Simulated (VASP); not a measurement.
# Ba (Im-3m) in VASP: notebook

Aim: see how the results for Ba move with the level of theory and the settings. Levels: PBE, HSE06. Tasks: single point.

Program: VASP 6.6.1. These are calculated values, not measurements. Logs are shortened: lines on timing, memory, paths and dates and some standing lists are left out, and cuts for length are marked.

**1. The cell of the first run**

Symmetry: Im-3m, No. 229, cubic system. The conventional cell has a = 5.020 Å, b = 5.020 Å, c = 5.020 Å, α = 90.00°, β = 90.00°, γ = 90.00°. Within 5.7 Å of Ba (site symmetry m-3m) lie 14 Ba at 4.35 to 5.02 Å.

**2. Single point, PBE**

INCAR reads:

```
SYSTEM = Ba
PREC = Accurate ; ENCUT = 520
EDIFF = 1E-6 ; ISMEAR = -1
SIGMA = 0.1 ; LREAL = .False.
LASPH = .True. ; NELM = 60
ALGO = Normal ; ISIF = 2
LWAVE = .False. ; LCHARG = .False.
GGA = PE ; NBANDS = 11
```

KPOINTS reads:

```
regular mesh
0
Gamma
  12 12 12
  0 0 0
```

POSCAR reads:

```
Ba
1.0
   -2.5100000000      2.5100000000      2.5100000000
    2.5100000000     -2.5100000000      2.5100000000
    2.5100000000      2.5100000000     -2.5100000000
Ba
1
Direct
    0.0000000000      0.0000000000      0.0000000000
```

Potentials or basis: VASP PAW PBE potentials, release 64 (Ba_sv).

Started as:

```bash
cat potpaw_PBE.64/Ba_sv/POTCAR > POTCAR
mpirun -np 1 vasp_std > vasp.out
```

OUTCAR:

```text
SYSTEM = Ba
   PREC = Accurate
   ENCUT = 520
   EDIFF = 1E-6
   ISMEAR = -1
   LREAL = .False.
   LASPH = .True.
   NELM = 60
   ISIF = 2
   GGA = PE

 ion  position               nearest neighbor table
   1  0.000  0.000  0.000-

  LATTYP: Found a body centered cubic cell.
 ALAT       =     5.0200000000

  Lattice vectors:

 A1 = (  -2.5100000000,   2.5100000000,   2.5100000000)
 A2 = (   2.5100000000,  -2.5100000000,   2.5100000000)
 A3 = (   2.5100000000,   2.5100000000,  -2.5100000000)

Analysis of symmetry for initial positions (statically):
=====================================================================
 Subroutine PRICEL returns:
 Original cell was already a primitive cell.

 Routine SETGRP: Setting up the symmetry group for a
 body centered cubic supercell.

 Subroutine GETGRP returns: Found 48 space group operations
 (whereof 48 operations were pure point group operations)
 out of a pool of 48 trial point group operations.

The static configuration has the point symmetry O_h .

Analysis of symmetry for dynamics (positions and initial velocities):
=====================================================================
 Subroutine PRICEL returns:
 Original cell was already a primitive cell.

 Routine SETGRP: Setting up the symmetry group for a
 body centered cubic supercell.

 Subroutine GETGRP returns: Found 48 space group operations
 (whereof 48 operations were pure point group operations)
 out of a pool of 48 trial point group operations.

The dynamic configuration has the point symmetry O_h .

 Subroutine INISYM returns: Found 48 space group operations
 (whereof 48 operations are pure point group operations),
 and found     1 'primitive' translations

----------------------------------------------------------------------------------------

                                     Primitive cell

  volume of cell :      63.2530

  direct lattice vectors                    reciprocal lattice vectors
    -2.510000000  2.510000000  2.510000000     0.000000000  0.199203187  0.199203187
     2.510000000 -2.510000000  2.510000000     0.199203187  0.000000000  0.199203187
     2.510000000  2.510000000 -2.510000000     0.199203187  0.199203187  0.000000000

  length of vectors
     4.347447527  4.347447527  4.347447527     0.281715849  0.281715849  0.281715849

  position of ions in fractional coordinates (direct lattice)
     0.000000000  0.000000000  0.000000000

  ion indices of the primitive-cell ions
   primitive index   ion index
                 1           1

----------------------------------------------------------------------------------------

 KPOINTS: regular mesh

Automatic generation of k-mesh.
 Grid dimensions read from file:
 generate k-points for:   12   12   12

 Generating k-lattice:

  Cartesian coordinates                     Fractional coordinates (reciprocal lattice)
     0.000000000  0.016600266  0.016600266     0.083333333  0.000000000  0.000000000
     0.016600266  0.000000000  0.016600266     0.000000000  0.083333333  0.000000000
     0.016600266  0.016600266  0.000000000     0.000000000  0.000000000  0.083333333

  Length of vectors
     0.023476321  0.023476321  0.023476321

  Shift w.r.t. Gamma in fractional coordinates (k-lattice)
     0.000000000  0.000000000  0.000000000

 Subroutine IBZKPT returns following result:
 ===========================================

 Found     72 irreducible k-points:

 Following reciprocal coordinates:
            Coordinates               Weight
  0.000000  0.000000  0.000000      1.000000
  0.083333  0.000000  0.000000     12.000000
  0.166667  0.000000  0.000000     12.000000
  0.250000  0.000000  0.000000     12.000000
  0.333333  0.000000  0.000000     12.000000
  0.416667  0.000000  0.000000     12.000000
[... 16 lines left out ...]
  0.333333  0.083333  0.083333     24.000000
  0.416667  0.083333  0.083333     12.000000
 [... further k-points ...]
   k-points           NKPTS =     72   k-points in BZ     NKDIM =     72   number of bands    NBANDS=     11
   number of dos      NEDOS =    301   number of ions     NIONS =      1
   total plane-waves  NPLWV =  32768
   dimension x,y,z NGX =    32 NGY =   32 NGZ =   32
   dimension x,y,z NGXF=    64 NGYF=   64 NGZF=   64
   ions per type =               1
   NGX,Y,Z   is equivalent  to a cutoff of  12.24, 12.24, 12.24 a.u.
   NGXF,Y,Z  is equivalent  to a cutoff of  24.47, 24.47, 24.47 a.u.
 SYSTEM =  Ba
   PREC   = accura    normal or accurate (medium, high low for compatibility)
   ISTART =      0    job   : 0-new  1-cont  2-samecut
   ICHARG =      2    charge: 1-file 2-atom 10-const
   ISPIN  =      1    spin polarized calculation?
   LNONCOLLINEAR =      F non collinear calculations
   LSORBIT =      F    spin-orbit coupling
   LASPH  =      T    aspherical Exc in radial PAW
   ENCUT  =  520.0 eV  38.22 Ry    6.18 a.u.   8.08  8.08  8.08*2*pi/ulx,y,z
   NELM   =     60;   NELMIN=  2; NELMDL= -5     # of ELM steps
   EDIFF  = 0.1E-05   stopping-criterion for ELM
   LREAL  =      F    real-space projection
   EDIFFG = 0.1E-04   stopping-criterion for IOM
   NSW    =      0    number of steps for IOM
   IBRION =     -1    ionic relax: 0-MD 1-quasi-New 2-CG
   NFREE  =      0    steps in history (QN), initial steepest desc. (CG)
   ISIF   =      2    stress and relaxation
   ISYM   =      2    0-nonsym 1-usesym 2-fastsym
   POTIM  = 0.5000    time-step for ionic-motion
   TEBEG  =    0.0;   TEEND  =   0.0 temperature during run
   PSTRESS=    0.0 pullay stress
   NELECT =      10.0000    total number of electrons
   NUPDOWN=      -1.0000    fix difference up-down
   EMIN   =  10.00;   EMAX   =-10.00  energy-range for DOS
   EFERMI =   0.00;   METHOD = LEGACY
   ISMEAR =    -1;   SIGMA  =   0.10  broadening in eV -4-tet -1-fermi 0-gaus
   EFERMI_NEDOS =   21; number of points for ismear=-14 and -15
   IALGO  =     38    algorithm
   IMIX   =      4    mixing-type and parameters
     AMIX     =   0.40;   BMIX     =  1.00
     AMIX_MAG =   1.60;   BMIX_MAG =  1.00
  volume/ion in A,a.u.               =      63.25       426.85
  Fermi-wavevector in a.u.,A,eV,Ry     =   0.885213  1.672810 10.661553  0.783602
  Thomas-Fermi vector in A             =   2.006216
   LORBIT       =      0    0 simple, 1 ext, 2 COOP (PROOUT), +10 PAW based schemes
   GGA     = PE    functional components
   LHFCALC =     F    Hartree Fock is set to
   AEXX    =    0.0000 exact exchange contribution
   IVDW    =     0    specifies the selected vdW correction
   LEPSILON=     F    determine dielectric tensor
   LRPA    =     F    only Hartree local field effects (RPA)
 non-spin polarized calculation
  energy-cutoff  :      520.00
  volume of cell :       63.25
 maximum number of plane-waves:      1724
   NGX = 17   NGY = 17   NGZ = 17

 number of electron      10.0000000 magnetization

 Free energy of the ion-electron system (eV)
  ---------------------------------------------------
  ext. energy  EPLUGINS =         0.00000000
  ---------------------------------------------------
  free energy    TOTEN  =        -1.92889669 eV

  energy without entropy =       -1.88465184  energy(sigma->0) =       -1.90677426

 E-fermi :   1.6483     XC(G=0):  -7.3955

 val. band max:        1.6165765491   @ k =   0.2500   0.1667   0.1667
 cond. band min:       1.6625042771   @ k =  -0.4167  -0.4167   0.1667
 fundamental gap:      0.0459277280
 Fermi energy:         1.6483490975

 k-point     1 :       0.0000    0.0000    0.0000
  band No.  band energies     occupation
      1     -27.2551      2.00000
      2     -12.2073      2.00000
      3     -12.2073      2.00000
      4     -12.2073      2.00000
      5      -1.1148      2.00000
      6       3.4605      0.00000
      7       3.4605      0.00000
      8       3.4605      0.00000
      9       4.8563      0.00000
     10       4.8563      0.00000
     11       8.5568      0.00000

 k-point     2 :       0.0833    0.0000    0.0000
  band No.  band energies     occupation
      1     -27.2523      2.00000
      2     -12.2399      2.00000
      3     -12.2173      2.00000
      4     -12.2075      2.00000
      5      -0.9852      2.00000
      6       3.3539      0.00000
      7       3.4035      0.00000
      8       3.5924      0.00000
      9       4.6845      0.00000
     10       4.8478      0.00000
     11       8.7045      0.00000

 k-point     3 :       0.1667    0.0000    0.0000
  band No.  band energies     occupation
      1     -27.2445      2.00000
      2     -12.3274      2.00000
      3     -12.2446      2.00000
      4     -12.2080      2.00000
      5      -0.6220      2.00000
      6       3.0964      0.00000
      7       3.1552      0.00000
      8       3.9813      0.00000
      9       4.5236      0.00000
     10       4.8503      0.00000
     11       8.9993      0.00000

 k-point     4 :       0.2500    0.0000    0.0000
  band No.  band energies     occupation
      1     -27.2339      2.00000
      2     -12.4427      2.00000
      3     -12.2813      2.00000
      4     -12.2088      2.00000
      5      -0.1077      2.00000
      6       2.7914      0.00002
      7       2.8005      0.00002
      8       4.6064      0.00000
      9       4.6146      0.00000
     10       4.9152      0.00000
     11       8.8666      0.00000
[... 239 lines left out ...]
 k-point    22 :       0.2500    0.0833    0.0833
  band No.  band energies     occupation
      1     -27.2213      2.00000
      2     -12.5567      2.00000
      3     -12.3207      2.00000
      4     -12.2371      2.00000
      5       0.6343      1.99992
      6       2.4135      0.00095
      7       2.4212      0.00088
      8       4.8841      0.00000
      9       5.1577      0.00000
     10       5.8450      0.00000
     11       8.5112      0.00000

 k-point    23 :       0.3333    0.0833    0.0833
  band No.  band energies     occupation
      1     -27.2143      2.00000
      2     -12.6116      2.00000
      3     -12.3594      2.00000
      4     -12.2395      2.00000
      5       0.9465      1.99821
      6       2.2819      0.00354
      7       2.5443      0.00026
      8       4.9703      0.00000
      9       5.3393      0.00000
     10       6.6054      0.00000
     11       7.7540      0.00000

 k-point    24 :       0.4167    0.0833    0.0833
  band No.  band energies     occupation
      1     -27.2118      2.00000
      2     -12.6309      2.00000
      3     -12.3740      2.00000
      4     -12.2403      2.00000
      5       1.0167      1.99639
      6       2.2377      0.00550
      7       2.7075      0.00005
      8       4.9513      0.00000
      9       5.4263      0.00000
     10       7.1044      0.00000
     11       7.2697      0.00000

 [... further k-points ...]

------------------------ aborting loop because EDIFF is reached ----------------------------------------

  FORCE on cell =-STRESS in cart. coord.  units (eV):
  Direction    XX          YY          ZZ          XY          YZ          ZX
  --------------------------------------------------------------------------------------
  -------------------------------------------------------------------------------------
  Total        0.0275992      0.0275992      0.0275992      0.0000000      0.0000000      0.0000000
  in kB        0.6990786      0.6990786      0.6990786      0.0000000      0.0000000      0.0000000
  external PRESSURE =       0.6990786 kB  Pullay stress =       0.0000000 kB

 VOLUME and BASIS-vectors are now :
 -----------------------------------------------------------------------------
  energy-cutoff  :      520.00
  volume of cell :       63.25
      direct lattice vectors                 reciprocal lattice vectors
    -2.510000000  2.510000000  2.510000000     0.000000000  0.199203187  0.199203187
     2.510000000 -2.510000000  2.510000000     0.199203187  0.000000000  0.199203187
     2.510000000  2.510000000 -2.510000000     0.199203187  0.199203187  0.000000000

 POSITION                                       TOTAL-FORCE (eV/Angst)
 -----------------------------------------------------------------------------------
      0.00000      0.00000      0.00000        -0.000000      0.000000     -0.000000
 -----------------------------------------------------------------------------------
    total drift:                                0.000000      0.000000     -0.000000

  FREE ENERGIE OF THE ION-ELECTRON SYSTEM (eV)
  ---------------------------------------------------
  free  energy   TOTEN  =        -1.9288966852 eV

  energy  without entropy=       -1.8846518407  energy(sigma->0) =       -1.90677426
```

It took 27 s on 1 thread of Intel Xeon Platinum 8259CL at 2.50GHz (Skylake/Cascade Lake), shared host; peak memory 0.2 GiB.

What came out:

- Free energy: -1.9289 eV
- Pressure: 0.1 GPa
- Band gap on the k mesh: zero (bands 5 and 6 overlap by 1.06 eV)

Caveat: spin-orbit coupling is left out, which moves the levels of the heavy elements.

**3. Single point, HSE06**

This run uses another cell than the first one, of 58.19 Å³/atom.

POSCAR reads:

```
Ba
1.0
   -2.4411979538      2.4411979538      2.4411979538
    2.4411979538     -2.4411979538      2.4411979538
    2.4411979538      2.4411979538     -2.4411979538
Ba
1
Direct
    0.0000000000      0.0000000000      0.0000000000
```

INCAR.step1 reads:

```
PREC = Accurate
ENCUT = 520
EDIFF = 1E-5
ISMEAR = -1
SIGMA = 0.1
LREAL = False
LASPH = True
NELM = 100
ALGO = Normal
ISIF = 2
LWAVE = True
GGA = PE
NBANDS = 11
```

INCAR.step2 reads:

```
PREC = Accurate
ENCUT = 520
EDIFF = 1E-7
ISMEAR = -1
SIGMA = 0.1
LREAL = False
LASPH = True
NELM = 100
ALGO = Normal
ISIF = 2
LWAVE = False
LCHARG = True
GGA = PE
LHFCALC = True
HFSCREEN = 0.2079
PRECFOCK = Normal
LELF = True
LVHAR = True
ISTART = 1
NBANDS = 11
```

KPOINTS reads:

```
regular mesh
0
Gamma
  6 6 6
```

Potentials or basis: VASP PAW PBE potentials, release 64 (Ba_sv).

Started as:

```bash
cat potpaw_PBE.64/Ba_sv/POTCAR > POTCAR
cp INCAR.step1 INCAR
mpirun -np 1 vasp_std > vasp.out
cp INCAR.step2 INCAR
mpirun -np 1 vasp_std > vasp.out
```

Wall time 17 min (1 thread of Intel Xeon Platinum 8259CL at 2.50GHz (Skylake/Cascade Lake), shared host); peak memory 0.29 GiB.

The run converged. Its results:

```
Free energy            : -1.7855 eV
Pressure               : 1.6 GPa
Band gap on the k mesh : zero (bands 5 and 6 overlap by 1.02 eV)
```

Levels at points of the mesh, in eV from the Fermi level:
| k point | band 2 | band 3 | band 4 | band 5 | band 6 | band 7 | band 8 | band 9 |
| --- | --- | --- | --- | --- | --- | --- | --- | --- |
| (0.00, 0.00, 0.00) | -15.06 | -15.06 | -15.06 | -3.41 | 2.32 | 2.32 | 2.32 | 3.85 |
| (0.50, 0.00, 0.00) | -15.71 | -15.25 | -15.07 | -1.07 | 0.96 | 1.45 | 3.86 | 4.53 |
| (0.50, 0.50, 0.50) | -15.49 | -15.49 | -15.49 | -0.80 | -0.80 | 5.03 | 5.03 | 5.03 |

Caveat: the PAW data sets were made with another functional, which shifts forces and pressure a little; spin-orbit coupling is left out, which moves the levels of the heavy elements.

**4. Single point, HSE06**

This run uses another cell than the first one, of 60.09 Å³/atom.

POSCAR reads:

```
Ba
1.0
   -2.4674494070      2.4674494070      2.4674494070
    2.4674494070     -2.4674494070      2.4674494070
    2.4674494070      2.4674494070     -2.4674494070
Ba
1
Direct
    0.0000000000      0.0000000000      0.0000000000
```

INCAR.step1 reads:

```
PREC = Accurate
ENCUT = 520
EDIFF = 1E-5
ISMEAR = -1
SIGMA = 0.1
LREAL = F
LASPH = T
NELM = 80
ALGO = Normal
ISIF = 2
LWAVE = T
LCHARG = F
GGA = PE
NBANDS = 11
```

INCAR.step2 reads:

```
PREC = Accurate
ENCUT = 520
EDIFF = 1E-6
ISMEAR = -1
SIGMA = 0.1
LREAL = F
LASPH = T
NELM = 80
ALGO = Normal
ISIF = 2
LWAVE = F
LCHARG = F
GGA = PE
LHFCALC = T
HFSCREEN = 0.2079
PRECFOCK = Normal
ISTART = 1
NBANDS = 11
```

KPOINTS is that of step 3.

Started as:

```bash
cat potpaw_PBE.64/Ba_sv/POTCAR > POTCAR
cp INCAR.step1 INCAR
mpirun -np 1 vasp_std > vasp.out
cp INCAR.step2 INCAR
mpirun -np 1 vasp_std > vasp.out
```

Wall time 18 min (1 thread of Intel Xeon Platinum 8259CL at 2.50GHz (Skylake/Cascade Lake), shared host); peak memory 0.29 GiB.

Results (log left out):

```yaml
Free_energy: -1.8017 eV
Pressure: 1.2 GPa
Band_gap_on_the_k_mesh: zero (bands 5 and 6 overlap by 0.96 eV)
```

Levels at points of the mesh, in eV from the Fermi level:
```tsv
k point	band 3	band 4	band 5	band 6	band 7	band 8
(0.00, 0.00, 0.00)	-15.13	-15.13	-3.40	2.28	2.28	2.28
(0.50, 0.00, 0.00)	-15.31	-15.14	-1.05	0.97	1.33	3.76
(0.50, 0.50, 0.50)	-15.53	-15.53	-0.74	-0.74	4.85	4.85
```

Caveat: the PAW data sets were made with another functional, which shifts forces and pressure a little; spin-orbit coupling is left out, which moves the levels of the heavy elements.

**5. Overview**

```csv
level,cell,k mesh,grid for exact exchange (PRECFOCK),share of exact exchange,screening parameter,gap on the mesh (eV),pressure (GPa)
PBE,"a = 4.347 Å, angles 109.5°, 1 atom",12 × 12 × 12,-,-,-,none,0.1
HSE06,"a = 4.228 Å, angles 109.5°, 1 atom",6 × 6 × 6,Normal,0.25,0.2079 1/Å,none,1.6
HSE06,"a = 4.274 Å, angles 109.5°, 1 atom",6 × 6 × 6,Normal,0.25,0.2079 1/Å,none,1.2
```

Alike in all rows: task single point; potentials or basis VASP PAW PBE potentials, release 64 (Ba_sv); no spin polarisation; cutoff (eV) 520; smearing fermi-dirac 0.1 eV.

Caveats: spin-orbit coupling is left out, which moves the levels of the heavy elements; the PAW data sets were made with another functional, which shifts forces and pressure a little (at least some runs).

Absolute energies hang on the potentials; compare differences alone.

The gap in the log of VASP goes by the Fermi energy; the results here count the filled bands.